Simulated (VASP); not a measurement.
Set up this calculation in VASP 6.6.1, as the native input.

```
Task                   : relaxation of cell and atoms
Functional             : PBE
Potentials or basis    : VASP PAW PBE potentials, release 64 (Zn)
Cutoff                 : 600 eV
k mesh                 : 18 × 18 × 18
Occupations            : fermi-dirac, width 0.05 eV
Spin                   : no spin polarisation
Dipole correction      : no
Further INCAR settings : ALGO = Normal; EDIFF = 1e-06; IBRION = 2; EDIFFG = -0.005; NSW = 60; ISIF = 3
```

The structure of Zn lies in POSCAR:

```
Zn
1.0
    0.0000000000      1.9641097993      1.9641097993
    1.9641097993      0.0000000000      1.9641097993
    1.9641097993      1.9641097993      0.0000000000
Zn
1
Direct
    0.0000000000      0.0000000000      0.0000000000
```

One way to write it, as run:

INCAR

```
SYSTEM = Zn
  PREC = Accurate
  ENCUT = 600
  EDIFF = 1E-6
  ISMEAR = -1
  SIGMA = 0.05
  LREAL = .FALSE.
  LASPH = .TRUE.
  NELM = 60
  ALGO = Normal
  ISIF = 3
  LWAVE = .FALSE.
  LCHARG = .FALSE.
  GGA = PE
  IBRION = 2
  NSW = 60
  EDIFFG = -0.005
```

KPOINTS

```
regular mesh
0
G
  18 18 18
  0 0 0
```

Potentials or basis: VASP PAW PBE potentials, release 64 (Zn).

The run is started by

```bash
$ cat potpaw_PBE.64/Zn/POTCAR > POTCAR
$ mpirun -np 1 vasp_std > vasp.out
```

It gave:

```json
{
 "Relaxed volume": "15.22 Å³/atom",
 "Relaxed cell": "a = 2.782 Å, b = 2.782 Å, c = 2.782 Å, α = 60.00°, β = 60.00°, γ = 60.00°",
 "Space group after relaxing (to 0.05 Å)": "Fm-3m (No. 225)",
 "Energy gained by relaxing": "0.0 meV/atom",
 "Ionic steps": "2",
 "Pressure after relaxing": "0.0 GPa",
 "Band gap on the k mesh": "zero (band 6 reaches 4.70 eV, above the bottom of band 7 at 1.67 eV)"
}
```

Wall time 12 s on 1 thread of Intel(R) Xeon(R) 6975P-C (Granite Rapids), on a shared host, peak memory 0.17 GiB.
